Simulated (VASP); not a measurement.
## TiNi: relaxation of cell and atoms with r2SCAN

The system is TiNi.

```
Ti Ni
1.0
     2.87431    0.00000    0.00000
     0.00000    2.87431    0.00000
     0.00000    0.00000    2.87431
Ti Ni
1 1
Direct
  0.50000 0.50000 0.50000
  0.00000 0.00000 0.00000
```

```yaml
Program: VASP 6.6.1
Task: relaxation of cell and atoms
Functional: r2SCAN
Potentials_or_basis: VASP PAW PBE potentials, release 64 (Ti_sv, Ni)
Cutoff: 600 eV
k_mesh: 14 × 14 × 14
Occupations: gaussian, width 0.1 eV
Spin: no spin polarisation
Target_pressure: 25 GPa
Dipole_correction: no
Further_INCAR_settings: ALGO = Normal; EDIFF = 1e-06; IBRION = 2; EDIFFG = -0.008; NSW = 70; ISIF = 3
```

```yaml
Relaxed_volume: 11.94 Å³/atom
Relaxed_cell: a = 2.880 Å, b = 2.880 Å, c = 2.880 Å, α = 90.00°, β = 90.00°, γ = 90.00°
Space_group_after_relaxing_to_0.05_Å: Pm-3m (No. 221)
Energy_change_on_relaxing_the_enthalpy_is_what_falls: -10.4 meV/atom
Ionic_steps: 3
Pressure_after_relaxing: 24.9 GPa
Band_gap_on_the_k_mesh: zero (band 11 reaches 11.69 eV, above the bottom of band 12 at 9.62 eV)
```

The path:
| step | energy change (eV) | largest force (eV/Å) | pressure (GPa) | volume (Å³) |
| --- | --- | --- | --- | --- |
| 1 | 0.0000 | 0.0000 | 26.44 | 23.75 |
| 2 | -0.0562 | 0.0000 | 22.33 | 24.12 |
| 3 | -0.0208 | 0.0000 | 24.93 | 23.88 |

Final structure:
```
CELL_PARAMETERS angstrom
2.87953 0.00000 0.00000
0.00000 2.87953 0.00000
0.00000 0.00000 2.87953
ATOMIC_POSITIONS crystal
Ti 0.50000 0.50000 0.50000
Ni 0.00000 0.00000 0.00000
```

Levels at points of the mesh, in eV from the Fermi level:
```
           k point  band 9  band 10  band 11  band 12  band 13  band 14
(0.00, 0.00, 0.00)   -2.40    -2.40     0.58     0.58     3.12     3.12
(0.50, 0.00, 0.00)   -2.53    -2.04    -0.89    -0.63     0.73     0.73
(0.50, 0.50, 0.00)   -1.52    -0.83     0.48     0.48     1.14     2.74
(0.50, 0.50, 0.50)   -2.69    -2.69    -1.49    -1.49     3.84     3.84
```

It took 4.2 min on 1 thread of Intel(R) Xeon(R) Platinum 8375C CPU @ 2.90GHz (Ice Lake), with other jobs on the host, peak memory 0.2 GiB.

Caveat: the cell is relaxed towards a set pressure, so the enthalpy falls and the energy may rise; the PAW data sets were made with another functional, which shifts forces and pressure a little. Zero-point motion and thermal expansion aren't in these numbers.
